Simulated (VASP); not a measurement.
# BaTiO3 (P4mm) in VASP: single point with r2SCAN

Aim: the single point of BaTiO3 with r2SCAN.

All numbers are computed with VASP 6.6.1; they aren't measurements. Logs are shortened: lines on timing, memory, paths and dates and some standing lists are left out, and cuts for length are marked.

**1. The cell of the first run**

The structure is tetragonal, space group P4mm (No. 99). The conventional cell has a = 4.041 Å, b = 4.041 Å, c = 4.059 Å, α = 90.00°, β = 90.00°, γ = 90.00°. Within 3.7 Å of Ba (site symmetry 4mm) lie 12 O at 2.82 to 2.91 Å and 8 Ti at 3.48 to 3.53 Å. Within 2.5 Å of Ti (site symmetry 4mm) lie 6 O at 1.91 to 2.15 Å. Within 2.5 Å of O (site symmetry 4mm) lie 2 Ti at 1.91 to 2.15 Å. O (site symmetry 2mm) has 2 Ti at 2.02 Å within 2.7 Å. Within 2.7 Å of O (site symmetry 2mm) lie 2 Ti at 2.02 Å.

**2. Single point, r2SCAN, collinear spin, zero start**

The input, POSCAR:

```
BaTiO3
1.0
   -4.0405115400      0.0000000000     -4.0588967900
    0.0000000000     -4.0405115400      0.0000000000
   -4.0405115400      0.0000000000      4.0588967900
Ba Ti O
2 2 6
Direct
    0.0000000000      0.0000000000      0.0000000000
    0.5000000000      0.0000000000      0.5000000000
    0.5050000000      0.5000000000      0.9950000000
    0.0050000000      0.5000000000      0.4950000000
    0.7405000000      0.5000000000      0.7595000000
    0.2405000000      0.5000000000      0.2595000000
    0.9915000000      0.0000000000      0.5085000000
    0.4915000000      0.0000000000      0.0085000000
    0.7415000000      0.5000000000      0.2585000000
    0.2415000000      0.5000000000      0.7585000000
```

The input, INCAR.step1:

```
SYSTEM = BaTiO3
PREC = Accurate
ENCUT = 520
ISMEAR = 0
SIGMA = 0.0284
LREAL = .False.
LASPH = .True.
NELM = 150
ISPIN = 2
MAGMOM = 0 0 0 0 0 0 0 0 0 0
LMAXMIX = 4
NBANDS = 55
GGA = PE
ALGO = Normal
EDIFF = 1E-4
LWAVE = .True.
LCHARG = .False.
```

The input, INCAR.step2:

```
SYSTEM = BaTiO3
PREC = Accurate
ENCUT = 520
EDIFF = 1E-6
ISMEAR = 0
SIGMA = 0.0284
LREAL = .False.
LASPH = .True.
NELM = 150
ALGO = Normal
ISIF = 2
LWAVE = .False.
LCHARG = .True.
ISPIN = 2
MAGMOM = 0 0 0 0 0 0 0 0 0 0
LORBIT = 11
LMAXMIX = 4
METAGGA = R2SCAN
LMIXTAU = .True.
LELF = .True.
LVHAR = .True.
NBANDS = 55
ISTART = 1
```

The input, KPOINTS:

```
regular mesh
0
Gamma
  3 5 3
  0 0 0
```

Potentials or basis: VASP PAW PBE potentials, release 64 (Ba_sv, Ti_sv, O).

Launch:

```
> cat potpaw_PBE.64/Ba_sv/POTCAR potpaw_PBE.64/Ti_sv/POTCAR potpaw_PBE.64/O/POTCAR > POTCAR
> cp INCAR.step1 INCAR
> mpirun -np 1 vasp_std > vasp.out
> cp INCAR.step2 INCAR
> mpirun -np 1 vasp_std > vasp.out
```

OUTCAR:

```text
SYSTEM = BaTiO3
   PREC = Accurate
   ENCUT = 520
   EDIFF = 1E-6
   ISMEAR = 0
   LREAL = .False.
   LASPH = .True.
   NELM = 150
   ISIF = 2
   ISPIN = 2
   LORBIT = 11
   METAGGA = R2SCAN
   ISTART = 1

 ion  position               nearest neighbor table
   1  0.000  0.000  0.000-   7 2.82   8 2.82  10 2.82  10 2.82   5 2.86   5 2.86   6 2.86   6 2.86
                             7 2.91   9 2.91   9 2.91   8 2.91   4 3.48   3 3.48   4 3.48   3 3.48
   2  0.500  0.000  0.500-   7 2.82   8 2.82   9 2.82   9 2.82   5 2.86   5 2.86   6 2.86   6 2.86
                            10 2.91   8 2.91  10 2.91   7 2.91   4 3.48   3 3.48   4 3.48   3 3.48
   3  0.505  0.500  0.995-   5 1.91   8 2.02   9 2.02  10 2.02   8 2.02   6 2.15   1 3.48   1 3.48
                             2 3.48   2 3.48   2 3.53   2 3.53   1 3.53   1 3.53
   4  0.005  0.500  0.495-   6 1.91   7 2.02   9 2.02  10 2.02   7 2.02   5 2.15   1 3.48   1 3.48
                             2 3.48   2 3.48   1 3.53   1 3.53   2 3.53   2 3.53
   5  0.740  0.500  0.760-   3 1.91   4 2.15   1 2.86   2 2.86   1 2.86   2 2.86
   6  0.240  0.500  0.260-   4 1.91   3 2.15   1 2.86   2 2.86   1 2.86   2 2.86
   7  0.992  0.000  0.508-   4 2.02   4 2.02   1 2.82   2 2.82   1 2.91   2 2.91
   8  0.492  0.000  0.008-   3 2.02   3 2.02   1 2.82   2 2.82   2 2.91   1 2.91
   9  0.742  0.500  0.258-   3 2.02   4 2.02   2 2.82   2 2.82   1 2.91   1 2.91
  10  0.242  0.500  0.758-   3 2.02   4 2.02   1 2.82   1 2.82   2 2.91   2 2.91

  LATTYP: Found a base centered orthorhombic cell.
 ALAT       =     8.0810230800
 B/A-ratio  =     1.0045502283
 C/A-ratio  =     0.5000000000

  Lattice vectors:

 A1 = (  -4.0405115400,   0.0000000000,   4.0588967900)
 A2 = (  -4.0405115400,   0.0000000000,  -4.0588967900)
 A3 = (   0.0000000000,  -4.0405115400,   0.0000000000)

Analysis of symmetry for initial positions (statically):
=====================================================================
 Subroutine PRICEL returns following result:

  LATTYP: Found a simple tetragonal cell.
 ALAT       =     4.0405115400
 C/A-ratio  =     1.0045502283
[... 12 lines left out ...]
 Subroutine GETGRP returns: Found  4 space group operations
 (whereof  4 operations were pure point group operations)
 out of a pool of  8 trial point group operations.

The static configuration has the point symmetry C_2v.

Analysis of symmetry for dynamics (positions and initial velocities):
=====================================================================
 Subroutine PRICEL returns following result:

  LATTYP: Found a simple tetragonal cell.
 ALAT       =     4.0405115400
 C/A-ratio  =     1.0045502283
[... 12 lines left out ...]
 Subroutine GETGRP returns: Found  4 space group operations
 (whereof  4 operations were pure point group operations)
 out of a pool of  8 trial point group operations.

[... 175 lines left out ...]

 spin component 1

 k-point     1 :       0.0000    0.0000    0.0000
  band No.  band energies     occupation
      1     -55.6685      1.00000
      2     -55.6666      1.00000
      3     -30.8822      1.00000
      4     -30.8552      1.00000
      5     -30.8373      1.00000
      6     -30.8084      1.00000
[... 649 lines left out ...]
     51      11.3682      0.00000
     52      11.5168      0.00000
 Fermi energy:         3.3643083736

 spin component 2

 k-point     1 :       0.0000    0.0000    0.0000
  band No.  band energies     occupation
      1     -55.6685      1.00000
      2     -55.6666      1.00000
      3     -30.8822      1.00000
      4     -30.8552      1.00000
      5     -30.8373      1.00000
      6     -30.8084      1.00000
[... 649 lines left out ...]
     51      11.3682      0.00000
     52      11.5168      0.00000
 [bands above 52 left out]

------------------------ aborting loop because EDIFF is reached ----------------------------------------

  FORCE on cell =-STRESS in cart. coord.  units (eV):
  Direction    XX          YY          ZZ          XY          YZ          ZX
  --------------------------------------------------------------------------------------
  -------------------------------------------------------------------------------------
  Total       -3.5360815     -3.5797813     -2.8450056      0.0000000      0.0000000      0.0000000
  in kB      -42.7486237    -43.2769228    -34.3940250      0.0000000      0.0000000      0.0000000
  external PRESSURE =     -40.1398572 kB  Pullay stress =       0.0000000 kB

 VOLUME and BASIS-vectors are now :
 -----------------------------------------------------------------------------
  energy-cutoff  :      520.00
  volume of cell :      132.53
      direct lattice vectors                 reciprocal lattice vectors
    -4.040511540  0.000000000 -4.058896790    -0.123746708  0.000000000 -0.123186182
     0.000000000 -4.040511540  0.000000000     0.000000000 -0.247493415  0.000000000
    -4.040511540  0.000000000  4.058896790    -0.123746708  0.000000000  0.123186182

 POSITION                                       TOTAL-FORCE (eV/Angst)
 -----------------------------------------------------------------------------------
      0.00000      0.00000      0.00000         0.000000     -0.000000      0.054306
     -4.04051      0.00000      0.00000         0.000000     -0.000000      0.054306
     -6.06077     -2.02026      1.98886         0.000000     -0.000000     -0.246188
     -2.02026     -2.02026      1.98886         0.000000     -0.000000     -0.246188
     -6.06077     -2.02026      0.07712         0.000000      0.000000      0.498373
     -2.02026     -2.02026      0.07712         0.000000      0.000000      0.498373
     -6.06077      0.00000     -1.96045         0.000000     -0.000000     -0.154519
     -2.02026      0.00000     -1.96045         0.000000     -0.000000     -0.154519
     -4.04051     -2.02026     -1.96045         0.000000     -0.000000     -0.151973
     -4.04051     -2.02026      2.09845         0.000000     -0.000000     -0.151973
 -----------------------------------------------------------------------------------
    total drift:                               -0.000002     -0.000000     -0.006429

  FREE ENERGIE OF THE ION-ELECTRON SYSTEM (eV)
  ---------------------------------------------------
  free  energy   TOTEN  =      -148.4530280332 eV

  energy  without entropy=     -148.4530280332  energy(sigma->0) =     -148.45302803

 total charge

# of ion       s       p       d       tot
------------------------------------------
    1        2.016   5.664   0.286   7.965
    2        2.016   5.664   0.286   7.965
    3        2.200   6.250   1.620  10.070
    4        2.200   6.250   1.620  10.070
    5        1.568   3.484   0.000   5.052
    6        1.568   3.484   0.000   5.052
    7        1.566   3.484   0.000   5.049
    8        1.566   3.484   0.000   5.049
    9        1.566   3.484   0.000   5.049
   10        1.566   3.484   0.000   5.049
--------------------------------------------------
tot         17.832  44.730   3.811  66.373

 magnetization (x)

# of ion       s       p       d       tot
------------------------------------------
    1       -0.000  -0.000   0.000   0.000
    2       -0.000  -0.000   0.000   0.000
    3        0.000   0.000   0.000   0.000
    4        0.000   0.000   0.000   0.000
    5       -0.000  -0.000   0.000  -0.000
    6       -0.000  -0.000   0.000  -0.000
    7       -0.000  -0.000   0.000  -0.000
    8       -0.000  -0.000   0.000  -0.000
    9        0.000   0.000   0.000   0.000
   10        0.000   0.000   0.000   0.000
--------------------------------------------------
tot          0.000  -0.000   0.000  -0.000
```

OUTCAR.step1:

```text
SYSTEM = BaTiO3
   PREC = Accurate
   ENCUT = 520
   ISMEAR = 0
   LREAL = .False.
   LASPH = .True.
[... 1610 lines left out ...]
     -2.02026      0.00000     -1.96045         0.000000     -0.000000     -0.118579
     -4.04051     -2.02026     -1.96045         0.000000     -0.000000     -0.115052
     -4.04051     -2.02026      2.09845         0.000000     -0.000000     -0.115052
 -----------------------------------------------------------------------------------
    total drift:                               -0.000002     -0.000000      0.006489

  FREE ENERGIE OF THE ION-ELECTRON SYSTEM (eV)
  ---------------------------------------------------
  free  energy   TOTEN  =       -80.0031487223 eV

  energy  without entropy=      -80.0031487223  energy(sigma->0) =      -80.00314872
```

It took 21 min on 1 thread of Intel Xeon 8259CL, shared host; peak memory 0.41 GiB.

Results:

```
Free energy                                           : -148.4530 eV
Pressure                                              : -4.0 GPa
Largest force                                         : 0.498 eV/Å
Band gap on the k mesh                                : 2.18 eV
Net moment                                            : 0.00 μB per cell
Valence electrons inside the program's atomic spheres : Ba 7.96; Ti 10.07; O 5.05
```

Forces in eV/Å, atoms in the order of the input:
```
Ba   0.000  0.000  0.054
Ba   0.000  0.000  0.054
Ti   0.000  0.000 -0.246
Ti   0.000  0.000 -0.246
O    0.000  0.000  0.498
O    0.000  0.000  0.498
O    0.000  0.000 -0.155
O    0.000  0.000 -0.155
O    0.000  0.000 -0.152
O    0.000  0.000 -0.152
```

Stress tensor (GPa, compression positive):
```
-4.27  0.00  0.00
 0.00 -4.33  0.00
 0.00  0.00 -3.44
```

Caveat: the cell stands under tension; the PAW data sets were made with another functional, which shifts forces and pressure a little; spin-orbit coupling is left out, which moves the levels of the heavy elements. A k mesh can miss the band edges.
